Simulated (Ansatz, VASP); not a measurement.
**C in VASP and in Ansatz**

The input INCAR:

```
SYSTEM = C
PREC = Accurate
ENCUT = 520
EDIFF = 1E-6
ISMEAR = 0
SIGMA = 0.1
LREAL = .FALSE.
LASPH = .TRUE.
NELM = 80
ALGO = Normal
ISIF = 2
LWAVE = .FALSE.
LCHARG = .FALSE.
LDIPOL = .TRUE.
IDIPOL = 3
DIPOL = 0.5 0.5 0.500
GGA = PE
IVDW = 12
NBANDS = 11
```

KPOINTS

```
regular mesh
0
G
  21 21 1
  0 0 0
```

File POSCAR:

```
C
1.0
    2.5660000000      0.0000000000      0.0000000000
   -1.2830000000      2.2222211861      0.0000000000
    0.0000000000      0.0000000000     26.0024170307
C
2
Direct
    0.6666666667      0.3333333333      0.5109797485
    0.3333333333      0.6666666667      0.4890202515
```

Input for Ansatz:

```yaml
crystal:
  lattice:
    - [2.566, 0.0, 0.0]
    - [-1.283, 2.2222211861, 0.0]
    - [0.0, 0.0, 26.0024170307]
  atoms:
    - { symbol: C, position: [0.6666666667, 0.3333333333, 0.5109797485] }
    - { symbol: C, position: [0.3333333333, 0.6666666667, 0.4890202515] }
  periodic: [true, true, false]
basis:
  ecutwfc: 420
kpoints:
  mp_grid: { grid: [21, 21, 1] }
hamiltonian:
  xc: pbe
  pseudopotentials: { kind: paw, azcp: { folder: soft_1 } }
  dispersion: d3bj
scf:
  occupations: { method: gaussian, width: 0.1 }
output:
  forces: true
  stress: true
  eigenvalues: true
```

Alike in both runs: task single point; functional PBE; dispersion D3(BJ); k mesh 21 × 21 × 1; occupations gaussian, width 0.1 eV; no spin polarisation.

```csv
,VASP,Ansatz
version,VASP 6.6.1,Ansatz 0.2.0
potentials or method,"VASP PAW PBE potentials, release 64 (C), cutoff 520 eV","scalar-relativistic, plane waves, PAW"
valence electrons in the cell,8,8
```

|  | VASP | Ansatz | Ansatz less VASP |
| --- | --- | --- | --- |
| gap on the k mesh at the Fermi level (eV) | none | none | - |
| rms of the force components (eV/Å) | 5.328 | 5.341 | +0.0139 |

Atom by atom the forces differ by 0.014 eV/Å (rms over components). A gap of «none» marks a metal or a gap that the smearing closes.
